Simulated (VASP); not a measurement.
## Te: single point with revPBE

Te:

```
Te
1.0
    -1.96233    1.96233    1.96233
     1.96233   -1.96233    1.96233
     1.96233    1.96233   -1.96233
Te
1
Direct
  0.00000 0.00000 0.00000
```

This isn't the form of Te at room conditions, which is trigonal, of chains.

| Quantity | Value |
| --- | --- |
| Program | VASP 6.6.1 |
| Task | single point |
| Functional | revPBE |
| Potentials or basis | VASP PAW PBE potentials, release 64 (Te) |
| Cutoff | 520 eV |
| k mesh | 13 × 13 × 13 |
| Occupations | fermi-dirac, width 0.1 eV |
| Spin | no spin polarisation |

```
Pressure               : -2.0 GPa
Band gap on the k mesh : zero (bands 3 and 4 overlap by 5.38 eV)
```

Levels at points of the mesh, in eV from the Fermi level:
| k point | band 1 | band 2 | band 3 | band 4 | band 5 | band 6 | band 7 |
| --- | --- | --- | --- | --- | --- | --- | --- |
| (0.00, 0.00, 0.00) | -13.43 | 2.65 | 2.65 | 2.65 | 9.12 | 9.69 | 9.69 |

It took 30 s on 1 thread of Intel Xeon 8259CL, with other jobs on the host, peak memory 0.17 GiB.

Caveat: the PAW data sets were made with another functional, which shifts forces and pressure a little; spin-orbit coupling is left out, which moves the levels of the heavy elements.
